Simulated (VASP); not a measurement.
Write the native input for VASP 6.6.1 that does the following.

```yaml
Task: single point
Functional: PBE
Potentials_or_basis: VASP PAW PBE potentials, release 64 (Bi_d)
Cutoff: 500 eV
k_mesh: 6 × 6 × 6
Occupations: gaussian, width 0.1 eV
Spin: no spin polarisation
Dipole_correction: no
Further_INCAR_settings: ALGO = Normal; EDIFF = 1e-06; NBANDS = 14
```

The structure of Bi lies in POSCAR:

```
Bi
1.0
   -1.6502328000      2.1997605600      2.2878129800
    1.6502328000     -2.1997605600      2.2878129800
    1.6502328000      2.1997605600     -2.2878129800
Bi
1
Direct
    0.5000000000      0.0000000000      0.5000000000
```

The cell was built from a structure type or drawn by symmetry, and may not be a known phase.

These files were run (other wordings do the same):

INCAR

```
SYSTEM = Bi
ALGO = Normal
EDIFF = 1E-6
ENCUT = 500
GGA = PE
GGA_COMPAT = .False.
ISIF = 2
ISMEAR = 0
LASPH = .True.
LCHARG = .False.
LREAL = .False.
LWAVE = .False.
NBANDS = 14
NELM = 120
PREC = Accurate
SIGMA = 0.1
```

KPOINTS

```
k-points
0
Gamma
  6 6 6
  0 0 0
```

Potentials or basis: VASP PAW PBE potentials, release 64 (Bi_d).

Command:

```sh
$ cat potpaw_PBE.64/Bi_d/POTCAR > POTCAR
$ mpirun -np 1 vasp_std > vasp.out
```

Results of the run:

The pressure is -0.8 GPa and the band gap on the k mesh is zero (an odd number of electrons rules out a gap without spin polarisation).

Caveat: the k points lie up to 0.39 Å⁻¹ apart, too coarse for converged energies and pressures of a metal; spin-orbit coupling is left out, which moves the levels of the heavy elements.

Wall time 33 s on 1 thread of Intel Xeon 8259CL, on a shared host, peak memory 0.16 GiB.
